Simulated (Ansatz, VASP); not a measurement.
**Two plane-wave programs on Mg3Te**

```
CELL_PARAMETERS angstrom
4.75742 0.00000 0.00000
0.00000 4.75742 0.00000
0.00000 0.00000 4.33985
ATOMIC_POSITIONS crystal
Mg 0.00000 0.50000 0.50000
Mg 0.50000 0.00000 0.50000
Mg 0.50000 0.50000 0.00000
Te 0.00000 0.00000 0.00000
```

Change from the starting cell: species swapped into the Ti3Ag type (P4/mmm, No. 123).

Alike in both runs: functional PBE; k mesh 10 × 10 × 10; occupations gaussian, width 0.1 eV; no spin polarisation.

Ansatz relaxed the structure, and its values are those at the end. VASP's run is a single point on that final structure, the one shown.

|  | VASP | Ansatz |
| --- | --- | --- |
| version | VASP 6.6.1 | Ansatz 0.2.0 |
| potentials or method | VASP PAW PBE potentials, release 64 (Mg, Te), cutoff 520 eV | scalar-relativistic, plane waves, PAW |
| valence electrons in the cell | 12 | 46 |

Ansatz gave:

```
gap on the k mesh at the Fermi level (eV) : none
pressure (GPa)                            : 0.0
```

Q: What did VASP give for the same quantities?

A: gap on the k mesh at the Fermi level (eV): none; pressure (GPa): -0.1.

A gap of «none» marks a metal or a gap that the smearing closes. VASP's potentials hold 12 valence electrons a cell and Ansatz's 46, so a difference there can come from the potentials and not from the codes.

Spin-orbit coupling is off throughout.
